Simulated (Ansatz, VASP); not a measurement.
**TiCd: VASP beside Ansatz**

```
CELL_PARAMETERS angstrom
2.96096 0.00000 0.00000
0.00000 2.96096 0.00000
0.00000 0.00000 9.12961
ATOMIC_POSITIONS crystal
Ti 0.00000 0.50000 0.60800
Ti 0.50000 0.00000 0.39200
Cd 0.00000 0.50000 0.13000
Cd 0.50000 0.00000 0.87000
```

Change from the starting cell: volume scaled by 1.06, crystal datasets.

Alike in both runs: task electric field gradients; functional PBEsol; k mesh 11 × 11 × 4; occupations fermi-dirac, width 0.08 eV; no spin polarisation.

|  | VASP | Ansatz |
| --- | --- | --- |
| version | VASP 6.6.1 | Ansatz 0.2.0 |
| potentials or method | VASP PAW PBE potentials, release 64 (Ti_sv, Cd), cutoff 520 eV | all-electron PAW with datasets made for the crystal, scalar-relativistic |

VASP gave:

| Property | Result |
| --- | --- |
| pressure (GPa) | -7.4 |
| traceless stress, the component that is largest in VASP (GPa) | 0.24 |
| rms of the force components (eV/Å) | 0.116 |
| size of Vzz on the site where it differs most (V/Å²) | 36.1 |

Question: What did Ansatz give for the same quantities?

Answer: Pressure (GPa): -7.6; traceless stress, the component that is largest in VASP (GPa): 0.26; rms of the force components (eV/Å): 0.110; size of Vzz on the site where it differs most (V/Å²): 42.0.

VASP's potentials were made for PBE, not for PBEsol. Atom by atom the forces differ by 0.007 eV/Å (rms over components). Ansatz ran all-electron here, and VASP with PAW potentials.
